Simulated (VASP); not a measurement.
YHg: vibrations by perturbation theory with PBEsol

Crystal: YHg.

```
Y Hg
1.0
     3.66587    0.00000    0.00000
     0.00000    3.66587    0.00000
     0.00000    0.00000    3.66587
Y Hg
1 1
Direct
  0.00000 0.00000 0.00000
  0.50000 0.50000 0.50000
```

```json
{
  "Program": "VASP 6.6.1",
  "Task": "vibrations by perturbation theory",
  "Functional": "PBEsol",
  "Potentials or basis": "VASP PAW PBE potentials, release 64 (Y_sv, Hg)",
  "Cutoff": "520 eV",
  "k mesh": "10 × 10 × 10",
  "Occupations": "methfessel-paxton, width 0.2 eV",
  "Spin": "no spin polarisation",
  "Dipole correction": "no",
  "Further INCAR settings": "ALGO = Normal; EDIFF = 1e-08; IBRION = 8; NSW = 1"
}
```

* Highest phonon frequency at Γ: 101 cm⁻¹

Phonon frequencies in cm⁻¹ (negative: imaginary):
| q point | frequencies |
| --- | --- |
| (0.000, 0.000, 0.000) | 0 0 0 101 101 101 |

It took 4.7 min on 1 thread of Intel(R) Xeon(R) Platinum 8375C CPU @ 2.90GHz (Ice Lake) (shared host), peak memory 0.36 GiB.
